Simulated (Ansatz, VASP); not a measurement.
Given: the input of a run of VASP 6.6.1 on In.

The input INCAR:

```
  PREC = Accurate
  ENCUT = 520
  EDIFF = 1E-6
  ISMEAR = -1
  SIGMA = 0.05
  LREAL = False
  LASPH = True
  NELM = 80
  ALGO = Fast
  ISIF = 2
  LWAVE = False
  LCHARG = False
  GGA = PS
  NBANDS = 26
```

The input KPOINTS:

```
regular mesh
0
Gamma
  9 9 9
```

Contents of POSCAR:

```
In
1.0
    1.6470713907      0.9509371108      8.0965379867
   -1.6470713907      0.9509371108      8.0965379867
    0.0000000000     -1.9018742216      8.0965379867
In
3
Direct
    0.2219877600      0.2219877600      0.2219877600
    0.7780122400      0.7780122400      0.7780122400
    0.0000000000      0.0000000000      0.0000000000
```

Potentials or basis: VASP PAW PBE potentials, release 64 (In_d).

Launch:

```console
$ cat potpaw_PBE.64/In_d/POTCAR > POTCAR
$ mpirun -np 1 vasp_std > vasp.out
```

**Question.** Set up the same calculation for Ansatz 0.2.0. Potentials there: Ansatz PAW.

**Answer.** As run (the cutoff follows the program's own potentials):

The input input.yaml:

```yaml
crystal:
  lattice:
    - [1.6470713907, 0.9509371108, 8.0965379867]
    - [-1.6470713907, 0.9509371108, 8.0965379867]
    - [0.0, -1.9018742216, 8.0965379867]
  atoms:
    - { symbol: In, position: [0.22198776, 0.22198776, 0.22198776] }
    - { symbol: In, position: [0.77801224, 0.77801224, 0.77801224] }
    - { symbol: In, position: [0.0, 0.0, 0.0] }
hamiltonian:
  xc: pbesol
  pseudopotentials: { kind: paw }
kpoints:
  mp_grid: { grid: [9, 9, 9] }
scf:
  occupations: { method: fermi_dirac, width: 0.05 }
output:
  forces: true
  stress: true
  eigenvalues: true
```

Potentials or basis: Ansatz PAW.

Launch:

```console
$ ansatz run input.yaml --threads 1 --pin off --max-ram 3584MiB --backend cpu --events-out ev --progress --plain --runs-dir out
```

Both were run:

|  | VASP | Ansatz | Ansatz less VASP |
| --- | --- | --- | --- |
| gap on the k mesh at the Fermi level (eV) | none | none | - |
| pressure (GPa) | 0.5 | 0.6 | +0.10 |
| traceless stress, the component that is largest in VASP (GPa) | -0.42 | -0.43 | -0.001 |
| rms of the force components (eV/Å) | 0.005 | 0.005 | -0.0001 |

VASP's potentials were made for PBE, not for PBEsol. Atom by atom the forces differ by 0.000 eV/Å (rms over components). A gap of «none» marks a metal or a gap that the smearing closes. The functional is the same, so the differences come from potentials, cutoffs and numerics.
